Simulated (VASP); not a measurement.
Input of a VASP 6.6.1 run:

The input INCAR:

```
ALGO     = Normal         # electronic algorithm
EDIFF    = 1E-6           # SCF threshold, eV
ENCUT    = 520            # plane-wave cutoff, eV
GGA      = PE             # functional
ISIF     = 2              # what is computed and relaxed
ISMEAR   = 0              # smearing method
ISPIN    = 2              # spin polarisation
LASPH    = T              # aspherical terms in the spheres
LCHARG   = F              # write CHGCAR
LMAXMIX  = 4              # l up to which the mixer works
LORBIT   = 11             # projections on sites
LREAL    = F              # projectors in reciprocal space
LWAVE    = F              # write WAVECAR
MAGMOM   = 0.98 0 0 0     # initial moments
NBANDS   = 28             # bands
NELM     = 150            # most SCF steps
PREC     = Accurate       # precision mode
SIGMA    = 0.1            # smearing width, eV
```

KPOINTS

```
k-points
0
Gamma
  12 12 12
```

File POSCAR:

```
TaF3
1.0
    4.1643690471      0.0000000000      0.0000000000
    0.0000000000      4.1643690471      0.0000000000
    0.0000000000      0.0000000000      4.1643690471
Ta F
1 3
Direct
    0.5000000000      0.5000000000      0.5000000000
    0.0000000000      0.5000000000      0.5000000000
    0.5000000000      0.0000000000      0.5000000000
    0.5000000000      0.5000000000      0.0000000000
```

Potentials or basis: VASP PAW PBE potentials, release 64 (Ta_pv, F).

Command:

```bash
$ cat potpaw_PBE.64/Ta_pv/POTCAR potpaw_PBE.64/F/POTCAR > POTCAR
$ mpirun -np 1 vasp_std > vasp.out
```

Problem. Estimate the site moments.

Solution. Ta +1.54; F +0.02 μB.

Problem. What does it give for the band gap on the k mesh?

Solution. Zero (filled and empty bands overlap).

Problem. What does it give for the pressure?

Solution. 0.0 GPa.

Problem. Predict the net moment.

Solution. 2.00 μB per cell.

Caveat: spin-orbit coupling is left out, which moves the levels of the heavy elements.
